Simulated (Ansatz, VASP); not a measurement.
# Be in VASP and in Ansatz

The input INCAR:

```
PREC = Accurate ; ENCUT = 600
EDIFF = 1E-6 ; ISMEAR = -5
SIGMA = 0.1 ; LREAL = F
LASPH = T ; NELM = 120
ALGO = Normal ; ISIF = 2
LWAVE = F ; LCHARG = F
GGA = PS ; NBANDS = 9
GGA_COMPAT = F
```

KPOINTS

```
regular mesh
0
Gamma
  13 13 8
```

Contents of POSCAR:

```
Be
1.0
    2.3942849400      0.0000000000      0.0000000000
   -1.1971424700      2.0735115819      0.0000000000
    0.0000000000      0.0000000000      3.7551289000
Be
2
Direct
    0.6666666667      0.3333333333      0.7500000000
    0.3333333333      0.6666666667      0.2500000000
```

Contents of input.yaml:

```yaml
crystal:
  lattice:
    - [2.39428494, 0.0, 0.0]
    - [-1.19714247, 2.0735115819, 0.0]
    - [0.0, 0.0, 3.7551289]
  atoms:
    - { symbol: Be, position: [0.6666666667, 0.3333333333, 0.75] }
    - { symbol: Be, position: [0.3333333333, 0.6666666667, 0.25] }
hamiltonian:
  xc: pbesol
  pseudopotentials: { kind: paw, xc_functional: lda, accuracy: standard }
kpoints:
  mp_grid: { grid: [13, 13, 8] }
  band_path:
    path:
      - [[0.0, 0.0, 0.0], [0.5, 0.0, 0.0], [0.3333333333, 0.3333333333, 0.0], [0.0, 0.0, 0.0], [0.0, 0.0, 0.5], [0.5, 0.0, 0.5], [0.3333333333, 0.3333333333, 0.5], [0.0, 0.0, 0.5]]
      - [[0.5, 0.0, 0.5], [0.5, 0.0, 0.0]]
      - [[0.3333333333, 0.3333333333, 0.0], [0.3333333333, 0.3333333333, 0.5]]
    npoints: 14
scf:
  occupations: { method: tetrahedron }
  n_extra_bands: 6
output:
  forces: true
  stress: true
  fatbands: false
```

Change from the starting cell: volume scaled by 1.15.

Alike in both runs: functional PBEsol; k mesh 13 × 13 × 8; occupations tetrahedron; no spin polarisation.

|  | VASP | Ansatz |
| --- | --- | --- |
| version | VASP 6.6.1 | Ansatz 0.2.0 |
| potentials or method | VASP PAW PBE potentials, release 64 (Be) | JTH PAW LDA |
| plane-wave cutoff (eV) | 600 | 990 |
| valence electrons in the cell | 4 | 8 |
| task | single point | band structure |

```tsv
	VASP	Ansatz	Ansatz less VASP
gap on the k mesh at the Fermi level (eV)	none	none	-
pressure (GPa)	-15.9	-15.7	+0.21
```

VASP's potentials were made for PBE, not for PBEsol. A gap of «none» marks a metal or a gap that the smearing closes. VASP's potentials hold 4 valence electrons a cell and Ansatz's 8, so a difference there can come from the potentials and not from the codes.
